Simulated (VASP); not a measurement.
Set up this calculation in VASP 6.6.1, as the native input.

```
Task                   : single point
Functional             : r2SCAN
Potentials or basis    : VASP PAW PBE potentials, release 64 (Hf_pv, O)
Cutoff                 : 520 eV
k mesh                 : 6 × 6 × 6
Occupations            : gaussian, width 0.02 eV
Spin                   : no spin polarisation
Dipole correction      : no
Further INCAR settings : ALGO = Normal; EDIFF = 1e-06; NBANDS = 31
```

The system is HfO2.

```
Hf O
1.0
     3.52317    0.00000    0.00000
     0.00000    3.52317    0.00000
     0.00000    0.00000    5.24109
Hf O
2 4
Direct
  0.50000 0.50000 0.50000
  0.00000 0.00000 0.00000
  0.00000 0.50000 0.69753
  0.50000 0.00000 0.80247
  0.50000 0.00000 0.30247
  0.00000 0.50000 0.19753
```

This cell differs from its parent crystal: biaxial strain in the a-b plane: -1.5 %, then relaxed in part.

These files were run (other wordings do the same):

POSCAR

```
HfO2
1.0
    3.5231719663      0.0000000000      0.0000000000
    0.0000000000      3.5231719663      0.0000000000
    0.0000000000      0.0000000000      5.2410894376
Hf O
2 4
Direct
    0.5000000000      0.5000000000      0.5000000000
    0.0000000000      0.0000000000      0.0000000000
    0.0000000000      0.5000000000      0.6975260729
    0.5000000000      0.0000000000      0.8024739271
    0.5000000000      0.0000000000      0.3024739271
    0.0000000000      0.5000000000      0.1975260729
```

INCAR.step1

```
ALGO = Normal
EDIFF = 1E-4
ENCUT = 520
GGA = PE
ISMEAR = 0
LASPH = True
LCHARG = False
LREAL = False
LWAVE = True
NBANDS = 31
NELM = 60
PREC = Accurate
SIGMA = 0.02
```

INCAR.step2

```
ALGO = Normal
EDIFF = 1E-6
ENCUT = 520
ISIF = 2
ISMEAR = 0
ISTART = 1
LASPH = True
LCHARG = False
LMIXTAU = True
LREAL = False
LWAVE = False
METAGGA = R2SCAN
NBANDS = 31
NELM = 60
PREC = Accurate
SIGMA = 0.02
```

KPOINTS

```
k-points
0
Gamma
  6 6 6
```

Potentials or basis: VASP PAW PBE potentials, release 64 (Hf_pv, O).

Run with:

```bash
$ cat potpaw_PBE.64/Hf_pv/POTCAR potpaw_PBE.64/O/POTCAR > POTCAR
$ cp INCAR.step1 INCAR
$ mpirun -np 1 vasp_std > vasp.out
$ cp INCAR.step2 INCAR
$ mpirun -np 1 vasp_std > vasp.out
```

Results of the run:

| Item | Value |
| --- | --- |
| Pressure | 2.7 GPa |
| Largest force | 0.068 eV/Å |
| Band gap on the k mesh | 5.27 eV (least direct gap 5.34 eV) |

Caveat: the cell differs from its parent crystal (biaxial strain in the a-b plane: -1.5 %, then relaxed in part); the PAW data sets were made with another functional, which shifts forces and pressure a little; spin-orbit coupling is left out, which moves the levels of the heavy elements.

Wall time 110 s on 1 thread of Intel(R) Xeon(R) 6975P-C (Granite Rapids), on a shared host, peak memory 0.22 GiB.
